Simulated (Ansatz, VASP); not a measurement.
**Be5ZnTe6: VASP beside Ansatz**

Contents of POSCAR:

```
Be5ZnTe6
1.0
    4.0571113000      0.0000000000      0.0000000000
    0.0000000000      4.0571113000      0.0000000000
    0.0000000000      0.0000000000     17.3244513000
Be Zn Te
5 1 6
Direct
    0.0000000000      0.0000000000      0.8237560000
    0.0000000000      0.0000000000      0.1762440000
    0.5000000000      0.5000000000      0.3382530000
    0.0000000000      0.0000000000      0.5000000000
    0.5000000000      0.5000000000      0.6617470000
    0.5000000000      0.5000000000      0.0000000000
    0.5000000000      0.0000000000      0.0963530000
    0.0000000000      0.5000000000      0.2573350000
    0.5000000000      0.0000000000      0.4191360000
    0.0000000000      0.5000000000      0.5808640000
    0.5000000000      0.0000000000      0.7426650000
    0.0000000000      0.5000000000      0.9036470000
```

Contents of INCAR.step1:

```
SYSTEM = Be5ZnTe6
PREC = Accurate
ENCUT = 520
ISMEAR = 0
SIGMA = 0.02
LREAL = .False.
LASPH = .True.
NELM = 80
NBANDS = 41
GGA = PE
ALGO = Normal
EDIFF = 1E-4
LWAVE = .True.
LCHARG = .False.
```

Contents of INCAR.step2:

```
SYSTEM = Be5ZnTe6
PREC = Accurate
ENCUT = 520
EDIFF = 1E-6
ISMEAR = 0
SIGMA = 0.02
LREAL = .False.
LASPH = .True.
NELM = 80
ALGO = Normal
ISIF = 2
LWAVE = .False.
LCHARG = .False.
METAGGA = R2SCAN
LMIXTAU = .True.
NBANDS = 41
ISTART = 1
```

KPOINTS

```
Automatic mesh
0
Gamma
  8 8 2
  0 0 0
```

Input for Ansatz:

```yaml
crystal:
  lattice:
    - [4.0571113, 0.0, 0.0]
    - [0.0, 4.0571113, 0.0]
    - [0.0, 0.0, 17.3244513]
  atoms:
    - { symbol: Be, position: [0.0, 0.0, 0.823756] }
    - { symbol: Be, position: [0.0, 0.0, 0.176244] }
    - { symbol: Be, position: [0.5, 0.5, 0.338253] }
    - { symbol: Be, position: [0.0, 0.0, 0.5] }
    - { symbol: Be, position: [0.5, 0.5, 0.661747] }
    - { symbol: Zn, position: [0.5, 0.5, 0.0] }
    - { symbol: Te, position: [0.5, 0.0, 0.096353] }
    - { symbol: Te, position: [0.0, 0.5, 0.257335] }
    - { symbol: Te, position: [0.5, 0.0, 0.419136] }
    - { symbol: Te, position: [0.0, 0.5, 0.580864] }
    - { symbol: Te, position: [0.5, 0.0, 0.742665] }
    - { symbol: Te, position: [0.0, 0.5, 0.903647] }
basis:
  ecutwfc: 500
kpoints:
  mp_grid: { grid: [8, 8, 2] }
  band_path:
    path:
      - [[0.0, 0.0, 0.0], [0.0, 0.5, 0.0], [0.5, 0.5, 0.0], [0.0, 0.0, 0.0], [0.0, 0.0, 0.5], [0.0, 0.5, 0.5], [0.5, 0.5, 0.5], [0.0, 0.0, 0.5]]
      - [[0.0, 0.5, 0.0], [0.0, 0.5, 0.5]]
      - [[0.5, 0.5, 0.0], [0.5, 0.5, 0.5]]
    npoints: 10
hamiltonian:
  xc: r2scan
scf:
  occupations: { method: gaussian, width: 0.02 }
  n_extra_bands: 30
output:
  forces: true
  stress: true
  eigenvalues: true
  populations: true
  dos: { projected: true, de: 0.02, nscf_kmesh: { grid: [12, 12, 3] } }
  bader: false
  write_density: true
  write_potential: true
  elf: true
  volumetric_format: npy
```

Alike in both runs: task single point; functional r2SCAN; k mesh 8 × 8 × 2; occupations gaussian, width 0.02 eV; no spin polarisation.

|  | VASP | Ansatz |
| --- | --- | --- |
| version | VASP 6.6.1 | Ansatz 0.2.0 |
| potentials or method | VASP PAW PBE potentials, release 64 (Be, Zn, Te), cutoff 520 eV | scalar-relativistic, plane waves, PAW |
| valence electrons in the cell | 58 | 118 |

|  | VASP | Ansatz | Ansatz less VASP |
| --- | --- | --- | --- |
| gap on the k mesh at the Fermi level (eV) | 2.27 | 2.28 | +0.006 |
| least direct gap on the mesh (eV) | 2.28 | 2.29 | +0.006 |
| pressure (GPa) | -0.3 | -0.5 | -0.14 |
| traceless stress, the component that is largest in VASP (GPa) | -0.06 | -0.05 | +0.010 |
| rms of the force components (eV/Å) | 0.044 | 0.042 | -0.0022 |

VASP's potentials were made for PBE, not for r2SCAN. Atom by atom the forces differ by 0.002 eV/Å (rms over components). The functional is the same, so the differences come from potentials, cutoffs and numerics. VASP's potentials hold 58 valence electrons a cell and Ansatz's 118, so a difference there can come from the potentials and not from the codes.

Spin-orbit coupling is off throughout.
